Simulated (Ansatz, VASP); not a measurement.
AlN: VASP beside Ansatz

INCAR

```
PREC = Accurate ; ENCUT = 520
EDIFF = 1E-6 ; ISMEAR = 0
SIGMA = 0.05 ; LREAL = False
LASPH = True ; NELM = 80
ALGO = Normal ; ISIF = 2
LWAVE = False ; LCHARG = False
NBANDS = 11
```

File KPOINTS:

```
Automatic mesh
0
Gamma
  10 10 10
```

The input POSCAR:

```
AlN
1.0
    0.0000000000      2.1839935596      2.1839935596
    2.1839935596      0.0000000000      2.1839935596
    2.1839935596      2.1839935596      0.0000000000
Al N
1 1
Direct
   -0.0297399711     -0.0297399711     -0.0297399711
    0.7500000000      0.7500000000      0.7500000000
```

Input for Ansatz:

```yaml
crystal:
  lattice:
    - [0.0, 2.1839935596, 2.1839935596]
    - [2.1839935596, 0.0, 2.1839935596]
    - [2.1839935596, 2.1839935596, 0.0]
  atoms:
    - { symbol: Al, position: [-0.0297399711, -0.0297399711, -0.0297399711] }
    - { symbol: "N", position: [0.75, 0.75, 0.75] }
basis:
  ecutwfc: 420
kpoints:
  mp_grid: { grid: [10, 10, 10] }
hamiltonian:
  xc: lda
scf:
  occupations: { method: gaussian, width: 0.05 }
output:
  forces: true
  stress: true
  eigenvalues: true
```

Change from the starting cell: all Al atoms moved +0.225 Å, as atom 1 towards its neighbour atom 2 (N) at 1.891 Å.

Alike in both runs: task single point; functional LDA; k mesh 10 × 10 × 10; occupations gaussian, width 0.05 eV; no spin polarisation.

```csv
,VASP,Ansatz
version,VASP 6.6.1,Ansatz 0.2.0
potentials or method,"VASP PAW LDA potentials, release 64 (Al, N), cutoff 520 eV","scalar-relativistic, plane waves, PAW"
valence electrons in the cell,8,8
```

Ansatz gave:

```
gap on the k mesh at the Fermi level (eV)                     : 2.95
least direct gap on the mesh (eV)                             : 3.84
pressure (GPa)                                                : 5.1
traceless stress, the component that is largest in VASP (GPa) : 15.32
rms of the force components (eV/Å)                            : 3.184
```

**Question.** Estimate VASP's values.

**Answer.** gap on the k mesh at the Fermi level (eV): 2.93; least direct gap on the mesh (eV): 3.85; pressure (GPa): 6.0; traceless stress, the component that is largest in VASP (GPa): 15.90; rms of the force components (eV/Å): 3.252.

LDA's correlation is that of Perdew and Zunger in VASP and of Perdew and Wang (1992) in Ansatz. Atom by atom the forces differ by 0.068 eV/Å (rms over components).
